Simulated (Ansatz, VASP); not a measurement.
# SnTe3 in VASP and in Ansatz

The input INCAR:

```
SYSTEM = SnTe3
ALGO = Normal
EDIFF = 1E-6
ENCUT = 520
GGA = PE
ISIF = 2
ISMEAR = 0
LASPH = .TRUE.
LCHARG = .FALSE.
LREAL = .FALSE.
LWAVE = .FALSE.
NBANDS = 42
NELM = 80
PREC = Accurate
SIGMA = 0.1
```

The input KPOINTS:

```
k-points
0
G
  3 3 4
  0 0 0
```

The input POSCAR:

```
SnTe3
1.0
    7.9130865000      0.0000000000      0.0000000000
   -3.9565432500      6.8529339400      0.0000000000
    0.0000000000      0.0000000000      6.2158532300
Sn Te
2 6
Direct
    0.6666666700      0.3333333300      0.2500000000
    0.3333333300      0.6666666700      0.7500000000
    0.3503951700      0.1751975900      0.7500000000
    0.8248024100      0.1751975900      0.7500000000
    0.8248024100      0.6496048300      0.7500000000
    0.6496048300      0.8248024100      0.2500000000
    0.1751975900      0.8248024100      0.2500000000
    0.1751975900      0.3503951700      0.2500000000
```

Input for Ansatz:

```yaml
crystal:
  lattice:
    - [7.9130865, 0.0, 0.0]
    - [-3.95654325, 6.85293394, 0.0]
    - [0.0, 0.0, 6.21585323]
  atoms:
    - { symbol: Sn, position: [0.66666667, 0.33333333, 0.25] }
    - { symbol: Sn, position: [0.33333333, 0.66666667, 0.75] }
    - { symbol: Te, position: [0.35039517, 0.17519759, 0.75] }
    - { symbol: Te, position: [0.82480241, 0.17519759, 0.75] }
    - { symbol: Te, position: [0.82480241, 0.64960483, 0.75] }
    - { symbol: Te, position: [0.64960483, 0.82480241, 0.25] }
    - { symbol: Te, position: [0.17519759, 0.82480241, 0.25] }
    - { symbol: Te, position: [0.17519759, 0.35039517, 0.25] }
basis:
  ecutwfc: 420
kpoints:
  mp_grid: { grid: [3, 3, 4] }
hamiltonian:
  xc: pbe
scf:
  occupations: { method: gaussian, width: 0.1 }
  lower_state_search: "off"
output:
  forces: true
  stress: true
  eigenvalues: true
```

Change from the starting cell: species swapped into the Na3Hg type (P6_3/mmc, No. 194).

Alike in both runs: task single point; functional PBE; k mesh 3 × 3 × 4; occupations gaussian, width 0.1 eV; no spin polarisation.

```csv
,VASP,Ansatz
version,VASP 6.6.1,Ansatz 0.2.0
potentials or method,"VASP PAW PBE potentials, release 64 (Sn_d, Te), cutoff 520 eV","scalar-relativistic, plane waves, PAW"
valence electrons in the cell,64,124
```

```csv
,VASP,Ansatz,Ansatz less VASP
gap on the k mesh at the Fermi level (eV),none,none,-
pressure (GPa),-7.3,-7.3,+0.03
rms of the force components (eV/Å),0.237,0.237,-0.0002
```

Atom by atom the forces differ by 0.000 eV/Å (rms over components). A gap of «none» marks a metal or a gap that the smearing closes. With one functional, cell and mesh, what is left measures potentials, basis and numerics. VASP's potentials hold 64 valence electrons a cell and Ansatz's 124, so a difference there can come from the potentials and not from the codes.

Spin-orbit coupling is off throughout.
